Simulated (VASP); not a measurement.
# Bi in VASP: further runs, part 2 of 2

VASP 6.6.1.

## 4. Single point, PBEsol+D3(BJ)

This run uses another cell than the first one, of 30.88 Å³/atom.

INCAR reads:

```
  PREC = Accurate
  ENCUT = 520
  EDIFF = 1E-6
  ISMEAR = -1
  SIGMA = 0.05
  LREAL = F
  LASPH = T
  NELM = 60
  ALGO = Normal
  ISIF = 2
  LWAVE = F
  LCHARG = T
  GGA = PS
  IVDW = 12
  LELF = T
  LVHAR = T
  NBANDS = 22
```

KPOINTS reads:

```
Automatic mesh
0
Gamma
  8 8 4
```

POSCAR reads:

```
Bi
1.0
    3.2701868190      0.0000000000      0.0207347091
    0.0000000000      3.1990302248      0.0000000000
   -0.0399861894      0.0000000000      5.9028303413
Bi
2
Direct
    0.6923730122      0.0000000000      0.7499723225
    0.3076269878      0.0000000000      0.2500276775
```

Potentials or basis: VASP PAW PBE potentials, release 64 (Bi_d).

Started as:

```sh
cat potpaw_PBE.64/Bi_d/POTCAR > POTCAR
mpirun -np 1 vasp_std > vasp.out
```

OUTCAR:

```text
PREC = Accurate
   ENCUT = 520
   EDIFF = 1E-6
   ISMEAR = -1
   LREAL = F
   LASPH = T
   NELM = 60
   ISIF = 2
   GGA = PS
   IVDW = 12
 IVDW          = 12

 ion  position               nearest neighbor table
   1  0.692  0.000  0.750-   2 3.21   2 3.21   2 3.57   2 3.57
   2  0.308  0.000  0.250-   1 3.21   1 3.21   1 3.57   1 3.57

  LATTYP: Found a simple monoclinic cell.
 ALAT       =     3.2702525528
 B/A-ratio  =     0.9782211536
 C/A-ratio  =     1.8050489004
 COS(beta)  =    -0.0004335245

  Lattice vectors:

 A1 = (   3.2701868190,   0.0000000000,   0.0207347091)
 A2 = (   0.0000000000,   3.1990302248,   0.0000000000)
 A3 = (  -0.0399861894,   0.0000000000,   5.9028303413)

Analysis of symmetry for initial positions (statically):
=====================================================================
 Subroutine PRICEL returns:
 Original cell was already a primitive cell.

 Routine SETGRP: Setting up the symmetry group for a
 simple monoclinic supercell.

 Subroutine GETGRP returns: Found  4 space group operations
 (whereof  4 operations were pure point group operations)
[... 159 lines left out ...]
  free energy    TOTEN  =        -8.53341883 eV

  energy without entropy =       -8.52762809  energy(sigma->0) =       -8.53052346

 E-fermi :   7.8724     XC(G=0): -10.3957

 val. band max:        7.8616962717   @ k =   0.2500   0.0000  -0.0000
 cond. band min:       7.9775600629   @ k =   0.1250   0.3750   0.5000
 fundamental gap:      0.1158637912
 Fermi energy:         7.8723787204

 k-point     1 :       0.0000    0.0000    0.0000
  band No.  band energies     occupation
      1     -15.2806      2.00000
      2     -15.2499      2.00000
      3     -15.1566      2.00000
      4     -15.0541      2.00000
      5     -15.0422      2.00000
      6     -14.9960      2.00000
[... 589 lines left out ...]
     21      13.2895      0.00000
     22      15.0816      0.00000

 [... further k-points ...]

------------------------ aborting loop because EDIFF is reached ----------------------------------------

 Edisp (eV)   -1.05500

 E8    (eV) :    -0.7543

  FORCE on cell =-STRESS in cart. coord.  units (eV):
  Direction    XX          YY          ZZ          XY          YZ          ZX
  --------------------------------------------------------------------------------------
  -------------------------------------------------------------------------------------
  Total      -0.02869    -0.02210    -0.01908     0.00000     0.00000     0.00451
  in kB      -0.74435    -0.57342    -0.49497     0.00000     0.00000     0.11693
  external pressure =       -0.60 kB  Pullay stress =        0.00 kB

 VOLUME and BASIS-vectors are now :
 -----------------------------------------------------------------------------
  energy-cutoff  :      520.00
  volume of cell :       61.75
      direct lattice vectors                 reciprocal lattice vectors
     3.270186819  0.000000000  0.020734709     0.305779794  0.000000000  0.002071374
     0.000000000  3.199030225  0.000000000     0.000000000  0.312594733  0.000000000
    -0.039986189  0.000000000  5.902830341    -0.001074104  0.000000000  0.169402980

 POSITION                                       TOTAL-FORCE (eV/Angst)
 -----------------------------------------------------------------------------------
      2.23420      0.00000      4.44132         0.001441      0.000000      0.001868
      0.99600      0.00000      1.48225        -0.001441     -0.000000     -0.001868
 -----------------------------------------------------------------------------------
    total drift:                                0.000000     -0.000000      0.000000

  FREE ENERGIE OF THE ION-ELECTRON SYSTEM (eV)
  ---------------------------------------------------
  free  energy   TOTEN  =        -9.5884142641 eV

  energy  without entropy=       -9.5826235247  energy(sigma->0) =       -9.58551889
```

OSZICAR:

```text
N       E                     dE             d eps       ncg     rms          rms(c)
DAV:   1     0.306238714881E+03    0.30624E+03   -0.16207E+04  3960   0.171E+03
DAV:   2     0.173812631375E+02   -0.28886E+03   -0.28115E+03  4044   0.448E+02
DAV:   3    -0.767288742687E+01   -0.25054E+02   -0.24724E+02  4784   0.143E+02
DAV:   4    -0.851469072988E+01   -0.84180E+00   -0.84129E+00  4896   0.285E+01
DAV:   5    -0.854782926926E+01   -0.33139E-01   -0.33138E-01  5498   0.509E+00    0.827E-01
DAV:   6    -0.853696366949E+01    0.10866E-01   -0.21320E-02  5200   0.172E+00    0.462E-01
DAV:   7    -0.853353145906E+01    0.34322E-02   -0.10335E-02  5182   0.122E+00    0.117E-01
DAV:   8    -0.853341898117E+01    0.11248E-03   -0.84131E-04  4684   0.361E-01    0.989E-03
DAV:   9    -0.853342072953E+01   -0.17484E-05   -0.28453E-05  5630   0.456E-02    0.539E-03
DAV:  10    -0.853341874673E+01    0.19828E-05   -0.14335E-06  3004   0.133E-02    0.688E-04
DAV:  11    -0.853341882851E+01   -0.81789E-07   -0.29001E-07  2388   0.710E-03
   1 F= -.95884143E+01 E0= -.95855189E+01  d E =-.579074E-02
```

It took 96 s on 1 thread of Intel Xeon 8259CL, shared host; peak memory 0.24 GiB.

What came out:

```yaml
Free_energy: -9.5884 eV
Pressure: -0.1 GPa
Band_gap_on_the_k_mesh: zero (bands 15 and 16 overlap by 6.05 eV)
Dispersion_energy_per_atom: -0.527 eV
```

Forces in eV/Å, atoms in the order of the input:
```
Bi   0.001  0.000  0.002
Bi  -0.001  0.000 -0.002
```

Levels at points of the mesh, in eV from the Fermi level:
```
           k point  band 13  band 14  band 15  band 16  band 17  band 18
(0.00, 0.00, 0.00)    -5.58     2.31     2.83     4.25     4.48     5.57
(0.50, 0.00, 0.00)    -4.62    -3.71    -2.60    -0.51     5.34     6.41
(0.00, 0.50, 0.00)    -5.68    -3.65    -3.07     2.51     4.30     6.42
(0.50, 0.50, 0.00)    -3.29    -2.65    -2.40    -1.78    -0.67     1.67
(0.00, 0.00, 0.50)    -1.50    -1.50     3.24     3.24     3.92     3.92
(0.50, 0.00, 0.50)    -5.38    -5.38     1.19     1.20     5.64     5.65
(0.00, 0.50, 0.50)    -4.67    -4.66     0.57     0.58     5.27     5.28
(0.50, 0.50, 0.50)    -3.46    -3.45    -2.82    -2.82     2.74     2.74
```

Caveat: the PAW data sets were made with another functional, which shifts forces and pressure a little; spin-orbit coupling is left out, which moves the levels of the heavy elements.

## 5. Single point, PBEsol+D3(BJ)

This run uses another cell than the first one, of 31.05 Å³/atom.

INCAR reads:

```
SYSTEM = Bi
ALGO = Fast
EDIFF = 1E-6
ENCUT = 520
GGA = PS
ISIF = 2
ISMEAR = -1
IVDW = 12
LASPH = .TRUE.
LCHARG = .FALSE.
LREAL = .FALSE.
LWAVE = .FALSE.
NBANDS = 22
NELM = 60
PREC = Accurate
SIGMA = 0.05
```

KPOINTS reads:

```
k-points
0
G
  8 8 4
  0 0 0
```

POSCAR reads:

```
Bi
1.0
    3.2757561872      0.0000000000      0.0214038817
    0.0000000000      3.2044803996      0.0000000000
   -0.0387930018      0.0000000000      5.9156770884
Bi
2
Direct
    0.6913576109      0.0000000000      0.7499967902
    0.3086423891      0.0000000000      0.2500032098
```

Started as:

```sh
cat potpaw_PBE.64/Bi_d/POTCAR > POTCAR
mpirun -np 1 vasp_std > vasp.out
```

Wall time 2.7 min (1 thread of Intel Xeon 8259CL, shared host); peak memory 0.24 GiB.

Results (log left out):

```
Free energy                : -9.5881 eV
Pressure                   : -0.3 GPa
Band gap on the k mesh     : zero (bands 15 and 16 overlap by 6.02 eV)
Dispersion energy per atom : -0.524 eV
```

Levels at points of the mesh, in eV from the Fermi level:
```csv
k point,band 12,band 13,band 14,band 15,band 16,band 17,band 18,band 19
"(0.00, 0.00, 0.00)",-11.12,-5.54,2.32,2.82,4.22,4.45,5.54,6.82
"(0.50, 0.00, 0.00)",-10.40,-4.60,-3.68,-2.59,-0.48,5.31,6.38,9.60
"(0.00, 0.50, 0.00)",-9.09,-5.64,-3.63,-3.05,2.53,4.29,6.37,6.53
"(0.50, 0.50, 0.00)",-8.36,-3.27,-2.64,-2.37,-1.76,-0.67,1.70,3.26
"(0.00, 0.00, 0.50)",-12.84,-1.50,-1.50,3.23,3.23,3.91,3.91,7.21
"(0.50, 0.00, 0.50)",-10.86,-5.33,-5.33,1.18,1.19,5.63,5.64,5.83
"(0.00, 0.50, 0.50)",-10.82,-4.63,-4.63,0.56,0.57,5.25,5.25,5.92
"(0.50, 0.50, 0.50)",-8.83,-3.42,-3.42,-2.80,-2.80,2.75,2.76,3.12
```

Caveat: three body term missing; the PAW data sets were made with another functional, which shifts forces and pressure a little; spin-orbit coupling is left out, which moves the levels of the heavy elements.

## 6. Single point, PBEsol+D4

This run uses another cell than the first one, of 31.53 Å³/atom.

INCAR reads:

```
SYSTEM = Bi
PREC = Accurate ; ENCUT = 520
EDIFF = 1E-7 ; ISMEAR = -1
SIGMA = 0.05 ; LREAL = .False.
LASPH = .True. ; NELM = 60
ALGO = Fast ; ISIF = 2
LWAVE = .False. ; LCHARG = .False.
GGA = PS ; IVDW = 13
NBANDS = 22
```

KPOINTS reads:

```
Automatic mesh
0
Gamma
  8 8 4
  0 0 0
```

POSCAR reads:

```
Bi
1.0
    3.2897252181      0.0000000000      0.0213931880
    0.0000000000      3.2202211503      0.0000000000
   -0.0391613301      0.0000000000      5.9522424957
Bi
2
Direct
    0.6874952506      0.0000000000      0.7500071933
    0.3125047494      0.0000000000      0.2499928067
```

Potentials or basis: VASP PAW PBE potentials, release 64 (Bi_d).

Started as:

```sh
cat potpaw_PBE.64/Bi_d/POTCAR > POTCAR
mpirun -np 1 vasp_std > vasp.out
```

Wall time 3.3 min (1 thread of Intel Xeon 8259CL, shared host); peak memory 0.23 GiB.

The run converged. Its results:

```yaml
Free_energy: -9.1799 eV
Pressure: -0.1 GPa
Largest_force: 0.005 eV/Å
Band_gap_on_the_k_mesh: zero (bands 15 and 16 overlap by 5.95 eV)
Dispersion_energy_per_atom: -0.314 eV
```

Forces in eV/Å, atoms in the order of the input:
```
Bi   0.005  0.000  0.000
Bi  -0.005  0.000  0.000
```

Levels at points of the mesh, in eV from the Fermi level:
| k point | band 11 | band 12 | band 13 | band 14 | band 15 | band 16 | band 17 | band 18 | band 19 | band 20 |
| --- | --- | --- | --- | --- | --- | --- | --- | --- | --- | --- |
| (0.00, 0.00, 0.00) | -13.72 | -11.08 | -5.44 | 2.36 | 2.81 | 4.12 | 4.38 | 5.45 | 6.76 | 7.25 |
| (0.50, 0.00, 0.00) | -11.41 | -10.32 | -4.55 | -3.59 | -2.58 | -0.36 | 5.21 | 6.32 | 9.58 | 9.59 |
| (0.00, 0.50, 0.00) | -11.73 | -9.11 | -5.53 | -3.56 | -2.99 | 2.57 | 4.29 | 6.20 | 6.40 | 9.36 |
| (0.50, 0.50, 0.00) | -9.45 | -8.33 | -3.22 | -2.63 | -2.28 | -1.71 | -0.71 | 1.79 | 3.25 | 4.51 |
| (0.00, 0.00, 0.50) | -12.74 | -12.74 | -1.48 | -1.48 | 3.21 | 3.21 | 3.87 | 3.87 | 7.19 | 7.19 |
| (0.50, 0.00, 0.50) | -10.82 | -10.82 | -5.21 | -5.21 | 1.16 | 1.16 | 5.62 | 5.62 | 5.75 | 5.75 |
| (0.00, 0.50, 0.50) | -10.78 | -10.78 | -4.54 | -4.54 | 0.54 | 0.54 | 5.19 | 5.19 | 5.91 | 5.91 |
| (0.50, 0.50, 0.50) | -8.85 | -8.85 | -3.33 | -3.33 | -2.73 | -2.73 | 2.81 | 2.81 | 3.05 | 3.05 |

Caveat: the PAW data sets were made with another functional, which shifts forces and pressure a little; spin-orbit coupling is left out, which moves the levels of the heavy elements.

## 7. The runs side by side

```tsv
level	potentials or basis	cell	k mesh	cutoff (eV)	smearing	tolerance level	purpose	dipole correction	gap on the mesh (eV)	pressure (GPa)	largest force (eV/Å)
LDA	VASP PAW LDA potentials, release 64 (Bi_d)	a = 3.238, b = 3.222, c = 6.541 Å, angles 90.0, 90.7, 90.0°, 2 atoms, atomic positions A	16 × 16 × 8	640	methfessel-paxton 0.05 eV	standard	all	-	none	-2.2	0.07
PBEsol+D3(BJ)	VASP PAW PBE potentials, release 64 (Bi_d)	a = 3.238, b = 3.222, c = 6.444 Å, angles 90.0, 90.7, 90.0°, 2 atoms, atomic positions B	8 × 8 × 4	520	fermi-dirac 0.05 eV	-	-	no	none	-2.9	0.01
PBEsol+D3(BJ)	VASP PAW PBE potentials, release 64 (Bi_d)	a = 3.270, b = 3.199, c = 5.903 Å, 2 atoms, atomic positions C	8 × 8 × 4	520	fermi-dirac 0.05 eV	-	-	no	none	-0.1	-
PBEsol+D3(BJ)	VASP PAW PBE potentials, release 64 (Bi_d)	a = 3.276, b = 3.204, c = 5.916 Å, 2 atoms, atomic positions D	8 × 8 × 4	520	fermi-dirac 0.05 eV	-	-	no	none	-0.3	-
PBEsol+D4	VASP PAW PBE potentials, release 64 (Bi_d)	a = 3.290, b = 3.220, c = 5.952 Å, 2 atoms, atomic positions E	8 × 8 × 4	520	fermi-dirac 0.05 eV	-	-	no	none	-0.1	-
```

Alike in all rows: task single point; no spin polarisation.

Caveats: spin-orbit coupling is left out, which moves the levels of the heavy elements; the PAW data sets were made with another functional, which shifts forces and pressure a little (at least some runs); three body term missing (at least some runs).

Absolute energies hang on the potentials; compare differences alone.

The gap in the log of VASP goes by the Fermi energy; the results here count the filled bands.